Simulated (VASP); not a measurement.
Wanted: the native input for a VASP 6.6.1 run.

| Quantity | Value |
| --- | --- |
| Task | single point |
| Functional | PBEsol |
| Potentials or basis | VASP PAW PBE potentials, release 64 (Rb_sv, Cl) |
| Cutoff | 500 eV |
| k mesh | 7 × 7 × 7 |
| Occupations | fermi-dirac, width 0.02 eV |
| Spin | no spin polarisation |
| Dipole correction | no |
| Further INCAR settings | ALGO = Normal; EDIFF = 1e-06; NBANDS = 15 |

The structure of RbCl lies in POSCAR:

```
RbCl
1.0
    0.0000000000      3.2630500854      3.2630500854
    3.2630500854      0.0000000000      3.2630500854
    3.2630500854      3.2630500854      0.0000000000
Rb Cl
1 1
Direct
    0.0000000000      0.0000000000      0.0000000000
    0.5000000000      0.5000000000      0.5000000000
```

This cell differs from its parent crystal: volume scaled by 0.99.

One way to write it, as run:

INCAR

```
ALGO = Normal
EDIFF = 1E-6
ENCUT = 500
GGA = PS
GGA_COMPAT = F
ISIF = 2
ISMEAR = -1
LASPH = T
LCHARG = T
LELF = T
LREAL = F
LVHAR = T
LWAVE = F
NBANDS = 15
NELM = 120
PREC = Accurate
SIGMA = 0.02
```

KPOINTS

```
k-points
0
Gamma
  7 7 7
```

Potentials or basis: VASP PAW PBE potentials, release 64 (Rb_sv, Cl).

The run is started by

```sh
$ cat potpaw_PBE.64/Rb_sv/POTCAR potpaw_PBE.64/Cl/POTCAR > POTCAR
$ mpirun -np 1 vasp_std > vasp.out
```

It gave:

| Quantity | Value |
| --- | --- |
| Pressure | 0.1 GPa |
| Band gap on the k mesh | 4.92 eV, direct |

Caveat: the PAW data sets were made with another functional, which shifts forces and pressure a little.

Run time: 41 s on 1 thread of Intel Xeon 8259CL, on a shared host, peak memory 0.2 GiB.
